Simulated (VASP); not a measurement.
A run of VASP 6.6.1:

The input INCAR:

```
ALGO = Fast ; EDIFF = 1E-6
ENCUT = 520 ; GGA = PE
ISIF = 2 ; ISMEAR = 0
LASPH = True ; LCHARG = False
LREAL = False ; LWAVE = False
NBANDS = 26 ; NELM = 60
PREC = Accurate ; SIGMA = 0.1
```

KPOINTS

```
k-points
0
Gamma
  16 16 4
```

POSCAR

```
GeCl3
1.0
    2.8206672061      0.0000000000      0.0000000000
    0.0000000000      2.8206672061      0.0000000000
    0.0000000000      0.0000000000     13.3542921184
Ge Cl
1 3
Direct
    0.0000000000      0.0000000000      0.0000000000
    0.0000000000      0.0000000000      0.1880725486
    0.0000000000      0.0000000000      0.5000000000
    0.0000000000      0.0000000000      0.8119274514
```

Potentials or basis: VASP PAW PBE potentials, release 64 (Ge_d, Cl).

Run with:

```sh
$ cat potpaw_PBE.64/Ge_d/POTCAR potpaw_PBE.64/Cl/POTCAR > POTCAR
$ mpirun -np 1 vasp_std > vasp.out
```

Hardware: 1 thread of Oxide Virtual Turin-like Processor (shared host).

Task: Estimate the wall time of this run.

Result: It took 8.5 min on 1 thread of Oxide Virtual Turin-like Processor (shared host), peak memory 0.42 GiB. Counts: scf iterations 15, k points 135.
